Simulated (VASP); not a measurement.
TePb, 2 atoms in the cell. Symmetry: Fm-3m, No. 225, cubic system. Conventional cell: a = 6.330 Å, b = 6.330 Å, c = 6.330 Å, α = 90.00°, β = 90.00°, γ = 90.00°. Pb (site symmetry m-3m) has 6 Te at 3.17 Å within 4.2 Å. Te (site symmetry m-3m) has 6 Pb at 3.17 Å within 4.2 Å. 

* Program: VASP 6.6.1
* Task: single point
* Functional: PBEsol
* Dispersion: D3(BJ)
* Potentials or basis: VASP PAW PBE potentials, release 64 (Pb_d, Te)
* Cutoff: 520 eV
* k mesh: 7 × 7 × 7
* Occupations: fermi-dirac, width 0.05 eV
* Spin: no spin polarisation
* Dipole correction: no
* Further INCAR settings: ALGO = Normal; EDIFF = 1e-06; NBANDS = 17

Potentials or basis: VASP PAW PBE potentials, release 64 (Pb_d, Te).

The run is started by

```sh
$ cat potpaw_PBE.64/Pb_d/POTCAR potpaw_PBE.64/Te/POTCAR > POTCAR
$ mpirun -np 1 vasp_std > vasp.out
```

Hardware: 1 thread of AMD EPYC 7R13 Processor (Zen 3), with other jobs on the host.

**Question.** Estimate the wall time of this run.

**Answer.** Run time: 22 s on 1 thread of AMD EPYC 7R13 Processor (Zen 3), on a shared host, peak memory 0.18 GiB. Counts: scf iterations 12, k points 20.
